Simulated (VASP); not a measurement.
NbTe2, 3 atoms in the cell. The structure is trigonal, space group P-3m1 (No. 164). The conventional cell has a = 3.573 Å, b = 3.573 Å, c = 6.411 Å, α = 90.00°, β = 90.00°, γ = 120.00°. Within 3.6 Å of Nb (site symmetry -3m) lie 6 Te at 2.76 Å and 6 Nb at 3.57 Å. Within 3.6 Å of Te (site symmetry 3m) lie 3 Nb at 2.76 Å and 9 Te at 3.44 to 3.57 Å. 

```yaml
Program: VASP 6.6.1
Task: single point
Functional: PBEsol
Dispersion: D3(BJ)
Potentials_or_basis: VASP PAW PBE potentials, release 64 (Nb_sv, Te)
Cutoff: 520 eV
k_mesh: 10 × 10 × 4
Occupations: fermi-dirac, width 0.1 eV
Spin: no spin polarisation
Dipole_correction: no
Further_INCAR_settings: ALGO = Normal; EDIFF = 1e-06; NBANDS = 20
```

Potentials or basis: VASP PAW PBE potentials, release 64 (Nb_sv, Te).

Run with:

```console
$ cat potpaw_PBE.64/Nb_sv/POTCAR potpaw_PBE.64/Te/POTCAR > POTCAR
$ mpirun -np 1 vasp_std > vasp.out
```

Hardware: 1 thread of Intel(R) Xeon(R) Platinum 8488C (Sapphire Rapids), on a shared host.

**Question.** Estimate the wall time of this run.

**Answer.** It took 54 s on 1 thread of Intel(R) Xeon(R) Platinum 8488C (Sapphire Rapids) (shared host), peak memory 0.23 GiB. Counts: scf iterations 13, k points 50.
